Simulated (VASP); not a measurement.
# BaTe (Immm) in VASP: single point with r2SCAN

Aim: the single point of BaTe with r2SCAN.

All numbers are computed with VASP 6.6.1; they aren't measurements. Logs are shortened: lines on timing, memory, paths and dates and some standing lists are left out, and cuts for length are marked.

## Step 1: The cell of the first run

Symmetry: Immm, No. 71, orthorhombic system. Conventional cell: a = 4.844 Å, b = 5.144 Å, c = 7.062 Å, α = 90.00°, β = 90.00°, γ = 90.00°. Ba (site symmetry mmm) has 6 Te at 3.53 Å within 4.6 Å. Te (site symmetry mmm) has 6 Ba at 3.53 Å within 4.6 Å.

## Step 2: Single point, r2SCAN (strain -0.0600 x Voigt [0, 0, 0, 0, 1, 0])

Contents of POSCAR:

```
BaTe
1.0
   -0.1059366249      3.5312208308      3.5312208308
    3.4252842059      0.0000000000      3.4252842059
    3.5312208308      3.5312208308     -0.1059366249
Ba Te
1 1
Direct
    0.0000000000      0.0000000000      0.0000000000
    0.5000000000      0.5000000000      0.5000000000
```

Contents of INCAR.step1:

```
SYSTEM = BaTe
ALGO = Normal ; EDIFF = 1E-4
ENCUT = 520 ; GGA = PE
ISMEAR = 0 ; LASPH = .True.
LCHARG = .False. ; LREAL = .False.
LWAVE = .True. ; NBANDS = 15
NELM = 100 ; PREC = Accurate
SIGMA = 0.05
```

Contents of INCAR.step2:

```
SYSTEM = BaTe
ALGO = Normal ; EDIFF = 1E-6
ENCUT = 520 ; ISIF = 2
ISMEAR = 0 ; ISTART = 1
LASPH = .True. ; LCHARG = .True.
LELF = .True. ; LMIXTAU = .True.
LREAL = .False. ; LVHAR = .True.
LWAVE = .False. ; METAGGA = R2SCAN
NBANDS = 15 ; NELM = 100
PREC = Accurate ; SIGMA = 0.05
```

Contents of KPOINTS:

```
k-points
0
Gamma
  8 8 8
  0 0 0
```

Potentials or basis: VASP PAW PBE potentials, release 64 (Ba_sv, Te).

Command:

```
$ cat potpaw_PBE.64/Ba_sv/POTCAR potpaw_PBE.64/Te/POTCAR > POTCAR
$ cp INCAR.step1 INCAR
$ mpirun -np 1 vasp_std > vasp.out
$ cp INCAR.step2 INCAR
$ mpirun -np 1 vasp_std > vasp.out
```

OUTCAR:

```text
SYSTEM = BaTe
   EDIFF = 1E-6
   ENCUT = 520
   ISIF = 2
   ISMEAR = 0
   ISTART = 1
   LASPH = .True.
   LREAL = .False.
   METAGGA = R2SCAN
   NELM = 100
   PREC = Accurate

 ion  position               nearest neighbor table
   1  0.000  0.000  0.000-   2 3.53   2 3.53   2 3.53   2 3.53   2 3.53   2 3.53
   2  0.500  0.500  0.500-   1 3.53   1 3.53   1 3.53   1 3.53   1 3.53   1 3.53

  LATTYP: Found a body centered orthorhombic cell.
 ALAT       =     4.8440833790
 B/A-ratio  =     1.0618556701
 C/A-ratio  =     1.4579521261

  Lattice vectors:

 A1 = (   3.5312208308,  -3.5312208308,  -0.1059366249)
 A2 = (  -3.5312208308,  -3.5312208308,   0.1059366249)
 A3 = (   0.1059366249,   3.5312208308,  -3.5312208308)

Analysis of symmetry for initial positions (statically):
=====================================================================
 Subroutine PRICEL returns:
 Original cell was already a primitive cell.

 Routine SETGRP: Setting up the symmetry group for a
 body centered orthorhombic supercell.

 Subroutine GETGRP returns: Found  8 space group operations
 (whereof  8 operations were pure point group operations)
 out of a pool of  8 trial point group operations.

The static configuration has the point symmetry D_2h.

Analysis of symmetry for dynamics (positions and initial velocities):
=====================================================================
 Subroutine PRICEL returns:
 Original cell was already a primitive cell.

 Routine SETGRP: Setting up the symmetry group for a
 body centered orthorhombic supercell.

 Subroutine GETGRP returns: Found  8 space group operations
 (whereof  8 operations were pure point group operations)
 out of a pool of  8 trial point group operations.

The dynamic configuration has the point symmetry D_2h.

 Subroutine INISYM returns: Found  8 space group operations
 (whereof  8 operations are pure point group operations),
 and found     1 'primitive' translations

----------------------------------------------------------------------------------------

                                     Primitive cell

  volume of cell :      87.9860

  direct lattice vectors                    reciprocal lattice vectors
    -0.105936625  3.531220831  3.531220831    -0.137469990  0.141594090  0.137469990
     3.425284206  0.000000000  3.425284206     0.145973289 -0.141594090  0.145973289
     3.531220831  3.531220831 -0.105936625     0.137469990  0.141594090 -0.137469990

  length of vectors
     4.995023892  4.844083379  4.995023892     0.240509631  0.250330358  0.240509631

  position of ions in fractional coordinates (direct lattice)
     0.000000000  0.000000000  0.000000000
     0.500000000  0.500000000  0.500000000

  ion indices of the primitive-cell ions
   primitive index   ion index
                 1           1
                 2           2

----------------------------------------------------------------------------------------

 KPOINTS: k-points

Automatic generation of k-mesh.
 Grid dimensions read from file:
 generate k-points for:    8    8    8

 Generating k-lattice:

  Cartesian coordinates                     Fractional coordinates (reciprocal lattice)
    -0.017183749  0.017699261  0.017183749     0.125000000  0.000000000 -0.000000000
     0.018246661 -0.017699261  0.018246661     0.000000000  0.125000000 -0.000000000
     0.017183749  0.017699261 -0.017183749    -0.000000000  0.000000000  0.125000000

  Length of vectors
     0.030063704  0.031291295  0.030063704

  Shift w.r.t. Gamma in fractional coordinates (k-lattice)
     0.000000000  0.000000000  0.000000000

 Subroutine IBZKPT returns following result:
 ===========================================

 Found     95 irreducible k-points:

 Following reciprocal coordinates:
            Coordinates               Weight
  0.000000  0.000000  0.000000      1.000000
  0.125000  0.000000  0.000000      4.000000
  0.250000  0.000000  0.000000      4.000000
  0.375000  0.000000  0.000000      4.000000
  0.500000  0.000000  0.000000      2.000000
  0.000000  0.125000  0.000000      4.000000
[... 16 lines left out ...]
  0.125000  0.375000  0.000000      8.000000
  0.250000  0.375000  0.000000      8.000000
 [... further k-points ...]
   k-points           NKPTS =     95   k-points in BZ     NKDIM =     95   number of bands    NBANDS=     15
   number of dos      NEDOS =    301   number of ions     NIONS =      2
   total plane-waves  NPLWV =  57600
   dimension x,y,z NGX =    40 NGY =   36 NGZ =   40
   dimension x,y,z NGXF=    80 NGYF=   72 NGZF=   80
   ions per type =               1   1
   NGX,Y,Z   is equivalent  to a cutoff of  13.31, 12.35, 13.31 a.u.
   NGXF,Y,Z  is equivalent  to a cutoff of  26.63, 24.71, 26.63 a.u.
 SYSTEM =  BaTe
   PREC   = accura    normal or accurate (medium, high low for compatibility)
   ISTART =      1    job   : 0-new  1-cont  2-samecut
   ICHARG =      0    charge: 1-file 2-atom 10-const
   ISPIN  =      1    spin polarized calculation?
   LNONCOLLINEAR =      F non collinear calculations
   LSORBIT =      F    spin-orbit coupling
   LASPH  =      T    aspherical Exc in radial PAW
   ENCUT  =  520.0 eV  38.22 Ry    6.18 a.u.   9.29  9.01  9.29*2*pi/ulx,y,z
   NELM   =    100;   NELMIN=  2; NELMDL=  0     # of ELM steps
   EDIFF  = 0.1E-05   stopping-criterion for ELM
   LREAL  =      F    real-space projection
   EDIFFG = 0.1E-04   stopping-criterion for IOM
   NSW    =      0    number of steps for IOM
   IBRION =     -1    ionic relax: 0-MD 1-quasi-New 2-CG
   NFREE  =      0    steps in history (QN), initial steepest desc. (CG)
   ISIF   =      2    stress and relaxation
   ISYM   =      2    0-nonsym 1-usesym 2-fastsym
   POTIM  = 0.5000    time-step for ionic-motion
   TEBEG  =    0.0;   TEEND  =   0.0 temperature during run
   PSTRESS=    0.0 pullay stress
   NELECT =      16.0000    total number of electrons
   NUPDOWN=      -1.0000    fix difference up-down
   EMIN   =  10.00;   EMAX   =-10.00  energy-range for DOS
   EFERMI =   0.00;   METHOD = LEGACY
   ISMEAR =     0;   SIGMA  =   0.05  broadening in eV -4-tet -1-fermi 0-gaus
   EFERMI_NEDOS =   21; number of points for ismear=-14 and -15
   IALGO  =     38    algorithm
   IMIX   =      4    mixing-type and parameters
     AMIX     =   0.40;   BMIX     =  1.00
     AMIX_MAG =   1.60;   BMIX_MAG =  1.00
  volume/ion in A,a.u.               =      43.99       296.88
  Fermi-wavevector in a.u.,A,eV,Ry     =   0.927492  1.752706 11.704302  0.860242
  Thomas-Fermi vector in A             =   2.053568
   LORBIT       =      0    0 simple, 1 ext, 2 COOP (PROOUT), +10 PAW based schemes
   METAGGA = R2SCAN    functional components
   LHFCALC =     F    Hartree Fock is set to
   AEXX    =    0.0000 exact exchange contribution
   IVDW    =     0    specifies the selected vdW correction
   LEPSILON=     F    determine dielectric tensor
   LRPA    =     F    only Hartree local field effects (RPA)
 non-spin polarized calculation
 Gauss-broadening in eV      SIGMA  =   0.05
  energy-cutoff  :      520.00
  volume of cell :       87.99
 maximum number of plane-waves:      2387
 NGX is ok and might be reduce to    40
   NGX = 19   NGY = 17   NGZ = 19

 number of electron      16.0000000 magnetization

 Free energy of the ion-electron system (eV)
  ---------------------------------------------------
  ext. energy  EPLUGINS =         0.00000000
  ---------------------------------------------------
  free energy    TOTEN  =       -56.01638451 eV

  energy without entropy =      -56.01638451  energy(sigma->0) =      -56.01638451

 E-fermi :   2.2464     XC(G=0):  -8.5231

 val. band max:        2.0226844973   @ k =   0.0000   0.0000   0.0000
 cond. band min:       3.8271545733   @ k =   0.5000   0.0000   0.5000
 fundamental gap:      1.8044700760
 Fermi energy:         2.2464018820

 k-point     1 :       0.0000    0.0000    0.0000
  band No.  band energies     occupation
      1     -25.9830      2.00000
      2     -10.7062      2.00000
      3     -10.7038      2.00000
      4     -10.7009      2.00000
      5      -7.8474      2.00000
      6       1.8183      2.00000
      7       1.9046      2.00000
      8       2.0227      2.00000
      9       5.0658      0.00000
     10       5.1030      0.00000
     11       5.4713      0.00000
     12       5.5204      0.00000
     13       5.9428      0.00000
     14       5.9443      0.00000
     15       9.4111      0.00000

 k-point     2 :       0.1250    0.0000    0.0000
  band No.  band energies     occupation
      1     -25.9814      2.00000
      2     -10.7662      2.00000
      3     -10.7079      2.00000
      4     -10.7029      2.00000
      5      -7.7405      2.00000
      6       1.3830      2.00000
      7       1.6691      2.00000
      8       1.8239      2.00000
      9       5.2047      0.00000
     10       5.3822      0.00000
     11       5.6584      0.00000
     12       5.9765      0.00000
     13       6.3438      0.00000
     14       6.3565      0.00000
     15       9.8426      0.00000

 k-point     3 :       0.2500    0.0000    0.0000
  band No.  band energies     occupation
      1     -25.9775      2.00000
      2     -10.9074      2.00000
      3     -10.7121      2.00000
      4     -10.7034      2.00000
      5      -7.4912      2.00000
      6       0.5817      2.00000
      7       1.2659      2.00000
      8       1.4399      2.00000
      9       5.4783      0.00000
     10       5.8613      0.00000
     11       6.1592      0.00000
     12       7.1249      0.00000
     13       7.3923      0.00000
     14       7.3975      0.00000
     15      10.5149      0.00000
[... 343 lines left out ...]
 k-point    23 :       0.1250    0.3750    0.0000
  band No.  band energies     occupation
      1     -25.9716      2.00000
      2     -10.9945      2.00000
      3     -10.7334      2.00000
      4     -10.7137      2.00000
      5      -7.3441      2.00000
      6       0.1960      2.00000
      7       0.9422      2.00000
      8       1.1694      2.00000
      9       5.2321      0.00000
     10       6.6467      0.00000
     11       6.9506      0.00000
     12       7.5385      0.00000
     13       7.8026      0.00000
     14       9.0988      0.00000
     15      10.5353      0.00000

 k-point    24 :       0.2500    0.3750    0.0000
  band No.  band energies     occupation
      1     -25.9706      2.00000
      2     -10.9321      2.00000
      3     -10.7544      2.00000
      4     -10.7403      2.00000
      5      -7.4779      2.00000
      6       0.3573      2.00000
      7       1.2995      2.00000
      8       1.4210      2.00000
      9       4.4165      0.00000
     10       6.7786      0.00000
     11       6.8109      0.00000
     12       7.4254      0.00000
     13       7.6305      0.00000
     14       9.4158      0.00000
     15      10.2493      0.00000

 [... further k-points ...]
[... 5 lines left out ...]
  --------------------------------------------------------------------------------------
  -------------------------------------------------------------------------------------
  Total        0.1833644      0.1561122      0.1833644      0.0000000      0.0000000      0.3998527
  in kB        3.3389669      2.8427190      3.3389669      0.0000000      0.0000000      7.2811006
  external PRESSURE =       3.1735509 kB  Pullay stress =       0.0000000 kB

 VOLUME and BASIS-vectors are now :
 -----------------------------------------------------------------------------
  energy-cutoff  :      520.00
  volume of cell :       87.99
      direct lattice vectors                 reciprocal lattice vectors
    -0.105936625  3.531220831  3.531220831    -0.137469990  0.141594090  0.137469990
     3.425284206  0.000000000  3.425284206     0.145973289 -0.141594090  0.145973289
     3.531220831  3.531220831 -0.105936625     0.137469990  0.141594090 -0.137469990

 POSITION                                       TOTAL-FORCE (eV/Angst)
 -----------------------------------------------------------------------------------
      0.00000      0.00000      0.00000        -0.000000      0.000000     -0.000000
      3.42528      3.53122      3.42528         0.000000     -0.000000      0.000000
 -----------------------------------------------------------------------------------
    total drift:                                0.000000     -0.000000     -0.000000

  FREE ENERGIE OF THE ION-ELECTRON SYSTEM (eV)
  ---------------------------------------------------
  free  energy   TOTEN  =       -56.0163845148 eV

  energy  without entropy=      -56.0163845148  energy(sigma->0) =      -56.01638451
```

It took 4.5 min on 1 thread of AMD EPYC 9R45 (Zen 5), shared host; peak memory 0.3 GiB.

Results:

- Free energy: -56.0164 eV
- Pressure: 0.3 GPa
- Band gap on the k mesh: 1.80 eV, indirect (least direct gap 2.16 eV)

Stress tensor (GPa, compression positive):
```
0.33 0.00 0.73
0.00 0.28 0.00
0.73 0.00 0.33
```

Caveat: the cell differs from its parent crystal (strain -0.0600 x Voigt [0, 0, 0, 0, 1, 0]); the PAW data sets were made with another functional, which shifts forces and pressure a little; spin-orbit coupling is left out, which moves the levels of the heavy elements. A k mesh can miss the band edges.
